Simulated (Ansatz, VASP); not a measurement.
**C: VASP beside Ansatz**

The input INCAR:

```
  ALGO = Normal
  EDIFF = 1E-7
  EDIFFG = -0.04
  ENCUT = 600
  GGA = PE
  IBRION = 2
  ISIF = 3
  ISMEAR = 0
  LASPH = T
  LCHARG = F
  LREAL = F
  LWAVE = F
  NELM = 60
  NSW = 90
  PREC = Accurate
  SIGMA = 0.1
```

Contents of KPOINTS:

```
k-points
0
Gamma
  6 6 6
```

Contents of POSCAR:

```
C
1.0
    4.3313626900      0.0000000000      0.0000000000
   -2.1656813500      3.7510701200      0.0000000000
    0.0000000000      0.0000000000      2.6886485900
C
9
Direct
    0.7664782800      0.6084738900      0.1412367300
    0.3915261100      0.1580043900      0.8079034000
    0.8419956100      0.2335217200      0.4745700700
    0.6084738900      0.7664782800      0.8587632700
    0.1580043900      0.3915261100      0.1920966000
    0.2335217200      0.8419956100      0.5254299300
    0.5261267700      0.0000000000      0.1666666700
    0.0000000000      0.5261267700      0.8333333300
    0.4738732300      0.4738732300      0.5000000000
```

Input for Ansatz:

```yaml
crystal:
  lattice:
    - [4.33136269, 0.0, 0.0]
    - [-2.16568135, 3.75107012, 0.0]
    - [0.0, 0.0, 2.68864859]
  atoms:
    - { symbol: C, position: [0.76647828, 0.60847389, 0.14123673] }
    - { symbol: C, position: [0.39152611, 0.15800439, 0.8079034] }
    - { symbol: C, position: [0.84199561, 0.23352172, 0.47457007] }
    - { symbol: C, position: [0.60847389, 0.76647828, 0.85876327] }
    - { symbol: C, position: [0.15800439, 0.39152611, 0.1920966] }
    - { symbol: C, position: [0.23352172, 0.84199561, 0.52542993] }
    - { symbol: C, position: [0.52612677, 0.0, 0.16666667] }
    - { symbol: C, position: [0.0, 0.52612677, 0.83333333] }
    - { symbol: C, position: [0.47387323, 0.47387323, 0.5] }
basis:
  ecutwfc: 420
kpoints:
  mp_grid: { grid: [6, 6, 6] }
hamiltonian:
  xc: pbe
scf:
  occupations: { method: gaussian, width: 0.1 }
  lower_state_search: "off"
output:
  forces: true
  stress: true
  eigenvalues: true
relax:
  adjacent_minimum: "off"
  f_tol: 0.04
  max_steps: 70
  cell: { stress_tol: 0.4 }
```

Alike in both runs: task relaxation of cell and atoms; functional PBE; k mesh 6 × 6 × 6; occupations gaussian, width 0.1 eV; no spin polarisation.

|  | VASP | Ansatz |
| --- | --- | --- |
| version | VASP 6.6.1 | Ansatz 0.2.0 |
| potentials or method | VASP PAW PBE potentials, release 64 (C), cutoff 600 eV | scalar-relativistic, plane waves, PAW |
| valence electrons in the cell | 36 | 36 |

Ansatz gave:

```
gap on the k mesh at the Fermi level, each at its own relaxed structure (eV) : 1.94
relaxed volume (Å³/atom)                                                     : 5.49
relaxed length of the cell vector where the two differ most in proportion (Å)              : 2.800
```

Estimate VASP's values.

gap on the k mesh at the Fermi level, each at its own relaxed structure (eV): 1.93; relaxed volume (Å³/atom): 5.49; relaxed length of the cell vector where the two differ most in proportion (Å): 2.801.
